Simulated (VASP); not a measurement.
Re:

```
Re
1.0
     2.51411    0.00000    0.00000
     0.00000    2.51411    0.00000
     0.00000    0.00000    2.51411
Re
1
Direct
  0.00000 0.00000 0.00000
```

| Quantity | Value |
| --- | --- |
| Program | VASP 6.6.1 |
| Task | relaxation of cell and atoms |
| Functional | PBE |
| Potentials or basis | VASP PAW PBE potentials, release 64 (Re) |
| Cutoff | 600 eV |
| k mesh | 12 × 12 × 12 |
| Occupations | fermi-dirac, width 0.1 eV |
| Spin | no spin polarisation |

At the start: pressure 22.9 GPa; volume 15.89 Å³/atom.

Q: Where does the relaxation end?

A: Over 16 steps the energy falls by 82.1 meV/atom and the volume is 17.12 Å³/atom (+7.7 %); space group Pm-3m (No. 221, to 0.05 Å).

The path:
```tsv
step	energy change (eV)	largest force (eV/Å)	pressure (GPa)	volume (Å³)
1	0.0000	0.0000	22.94	15.89
2	0.5725	0.0000	-36.42	21.72
3	-0.0813	0.0000	-2.01	17.24
4	-0.0821	0.0000	-0.09	17.12
5	-0.0821	0.0000	0.29	17.10
6	-0.0821	0.0000	0.30	17.10
7	-0.0821	0.0000	0.28	17.10
8	-0.0821	0.0000	0.24	17.10
9	-0.0821	0.0000	0.23	17.10
10	-0.0821	0.0000	0.23	17.10
11	-0.0821	0.0000	0.24	17.10
12	-0.0821	0.0000	0.23	17.10
13	-0.0821	0.0000	0.23	17.10
14	-0.0821	0.0000	0.21	17.11
15	-0.0821	0.0000	0.19	17.11
16	-0.0821	0.0000	0.05	17.12
```

Final structure:
```cif
data_structure
_symmetry_space_group_name_H-M 'P 1'
_symmetry_Int_Tables_number 1
_cell_length_a 2.5772
_cell_length_b 2.5772
_cell_length_c 2.5772
_cell_angle_alpha 90.000
_cell_angle_beta 90.000
_cell_angle_gamma 90.000
_cell_volume 17.12
loop_
_atom_site_label
_atom_site_type_symbol
_atom_site_fract_x
_atom_site_fract_y
_atom_site_fract_z
_atom_site_occupancy
Re1 Re 0.00000 0.00000 0.00000 1
```
